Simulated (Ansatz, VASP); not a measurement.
# Two plane-wave programs on SnSe

File INCAR:

```
SYSTEM = SnSe
  ALGO = Normal
  EDIFF = 1E-6
  ENCUT = 520
  GGA = PE
  ISIF = 2
  ISMEAR = 0
  LASPH = .True.
  LCHARG = .False.
  LREAL = .False.
  LWAVE = .False.
  NBANDS = 17
  NELM = 60
  PREC = Accurate
  SIGMA = 0.05
```

File KPOINTS:

```
k-points
0
Gamma
  10 10 10
  0 0 0
```

File POSCAR:

```
SnSe
1.0
    0.0000000000      2.9149442000      2.9149442000
    2.9149442000      0.0000000000      2.9149442000
    2.9149442000      2.9149442000      0.0000000000
Sn Se
1 1
Direct
    0.0000000000      0.0000000000      0.0000000000
    0.5000000000      0.5000000000      0.5000000000
```

Input for Ansatz:

```yaml
crystal:
  lattice:
    - [0.0, 2.9149442, 2.9149442]
    - [2.9149442, 0.0, 2.9149442]
    - [2.9149442, 2.9149442, 0.0]
  atoms:
    - { symbol: Sn, position: [0.0, 0.0, 0.0] }
    - { symbol: Se, position: [0.5, 0.5, 0.5] }
basis:
  ecutwfc: 420
kpoints:
  mp_grid: { grid: [10, 10, 10] }
hamiltonian:
  xc: pbe
scf:
  occupations: { method: gaussian, width: 0.05 }
output:
  forces: true
  stress: true
  eigenvalues: true
```

Alike in both runs: task single point; functional PBE; k mesh 10 × 10 × 10; occupations gaussian, width 0.05 eV; no spin polarisation.

|  | VASP | Ansatz |
| --- | --- | --- |
| version | VASP 6.6.1 | Ansatz 0.2.0 |
| potentials or method | VASP PAW PBE potentials, release 64 (Sn_d, Se), cutoff 520 eV | scalar-relativistic, plane waves, PAW |
| valence electrons in the cell | 20 | 30 |

|  | VASP | Ansatz | Ansatz less VASP |
| --- | --- | --- | --- |
| gap on the k mesh at the Fermi level (eV) | 0.40 | 0.40 | +0.001 |
| least direct gap on the mesh (eV) | 0.57 | 0.57 | -0.001 |
| pressure (GPa) | 7.3 | 7.3 | 0.00 |

VASP's potentials hold 20 valence electrons a cell and Ansatz's 30, so a difference there can come from the potentials and not from the codes.
